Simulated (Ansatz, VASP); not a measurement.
**One calculation of HfC, two programs**

File POSCAR:

```
HfC
1.0
    0.0000000000      2.3508772520      2.3508772520
    2.3508772520      0.0000000000      2.3508772520
    2.3508772520      2.3508772520      0.0000000000
Hf C
1 1
Direct
    0.5000000000      0.5000000000      0.5000000000
    0.0000000000      0.0000000000      0.0000000000
```

INCAR.step1

```
SYSTEM = HfC
PREC = Accurate ; ENCUT = 520
ISMEAR = 0 ; SIGMA = 0.05
LREAL = .FALSE. ; LASPH = .TRUE.
NELM = 100 ; NBANDS = 14
GGA = PE ; ALGO = Normal
EDIFF = 1E-4 ; LWAVE = .TRUE.
LCHARG = .FALSE.
```

File INCAR.step2:

```
SYSTEM = HfC
PREC = Accurate ; ENCUT = 520
EDIFF = 1E-6 ; ISMEAR = 0
SIGMA = 0.05 ; LREAL = .FALSE.
LASPH = .TRUE. ; NELM = 100
ALGO = Normal ; ISIF = 2
LWAVE = .FALSE. ; LCHARG = .FALSE.
METAGGA = R2SCAN ; LMIXTAU = .TRUE.
NBANDS = 14 ; ISTART = 1
```

File KPOINTS:

```
regular mesh
0
G
  12 12 12
  0 0 0
```

Input for Ansatz:

```yaml
crystal:
  lattice:
    - [0.0, 2.350877252, 2.350877252]
    - [2.350877252, 0.0, 2.350877252]
    - [2.350877252, 2.350877252, 0.0]
  atoms:
    - { symbol: Hf, position: [0.5, 0.5, 0.5] }
    - { symbol: C, position: [0.0, 0.0, 0.0] }
basis:
  ecutwfc: 500
  ecutrho_ratio: 4
kpoints:
  mp_grid: { grid: [12, 12, 12] }
hamiltonian:
  xc: r2scan
scf:
  occupations: { method: gaussian, width: 0.05 }
output:
  forces: true
  stress: true
  eigenvalues: true
  write_density: true
  write_potential: true
  elf: true
  volumetric_format: npy
```

Alike in both runs: task single point; functional r2SCAN; k mesh 12 × 12 × 12; occupations gaussian, width 0.05 eV; no spin polarisation.

```csv
,VASP,Ansatz
version,VASP 6.6.1,Ansatz 0.2.0
potentials or method,"VASP PAW PBE potentials, release 64 (Hf_pv, C), cutoff 520 eV","scalar-relativistic, plane waves, PAW"
valence electrons in the cell,14,30
```

|  | VASP | Ansatz | Ansatz less VASP |
| --- | --- | --- | --- |
| gap on the k mesh at the Fermi level (eV) | none | none | - |
| pressure (GPa) | -10.1 | -8.9 | +1.16 |

VASP's potentials were made for PBE, not for r2SCAN. A gap of «none» marks a metal or a gap that the smearing closes. VASP's potentials hold 14 valence electrons a cell and Ansatz's 30, so a difference there can come from the potentials and not from the codes.

Neither program's run includes spin-orbit coupling.
